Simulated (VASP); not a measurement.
Set up this calculation in VASP 6.6.1, as the native input.

* Task: single point
* Functional: PBE
* Dispersion: D3(BJ)
* Potentials or basis: VASP PAW PBE potentials, release 64 (C, H)
* Cutoff: 520 eV
* k mesh: 6 × 6 × 1
* Occupations: gaussian, width 0.1 eV
* Spin: no spin polarisation
* Dipole correction: yes
* Further INCAR settings: ALGO = Normal; EDIFF = 1e-06; NBANDS = 28; NELMDL = -8

The structure of HC4 lies in POSCAR:

```
HC4
1.0
    4.9314379192      0.0000000000      0.0000000000
   -2.4657189596      4.2707505152      0.0000000000
    0.0000000000      0.0000000000     18.0000000000
C H
8 2
Direct
    0.1666666667      0.3333333333      0.2222222222
    0.1666666667      0.8333333333      0.2222222222
    0.6666666667      0.3333333333      0.2222222222
    0.6666666667      0.8333333333      0.2222222222
    0.3333333333      0.1666666667      0.2222222222
    0.3333333333      0.6666666667      0.2222222222
    0.8333333333      0.1666666667      0.2222222222
    0.8333333333      0.6666666667      0.2222222222
    0.0975336188      0.4024663812      0.3183333333
    0.2357997146      0.2642002854      0.3183333333
```

The input as run:

INCAR

```
PREC = Accurate ; ENCUT = 520
EDIFF = 1E-6 ; ISMEAR = 0
SIGMA = 0.1 ; LREAL = F
LASPH = T ; NELM = 120
ALGO = Normal ; ISIF = 2
LWAVE = F ; LCHARG = F
LDIPOL = T ; IDIPOL = 3
DIPOL = 0.5 0.5 0.241 ; GGA = PE
IVDW = 12 ; NBANDS = 28
GGA_COMPAT = F ; NELMDL = -8
```

KPOINTS

```
regular mesh
0
Gamma
  6 6 1
```

Potentials or basis: VASP PAW PBE potentials, release 64 (C, H).

Launch:

```sh
$ cat potpaw_PBE.64/C/POTCAR potpaw_PBE.64/H/POTCAR > POTCAR
$ mpirun -np 1 vasp_std > vasp.out
```

Results of the run:

```json
{
 "Largest force": "4.744 eV/Å",
 "Band gap on the k mesh": "0.49 eV",
 "Dispersion energy per atom": "-0.091 eV"
}
```

It took 3 min on 1 thread of Intel(R) Xeon(R) 6975P-C (Granite Rapids), on a shared host, peak memory 0.53 GiB.
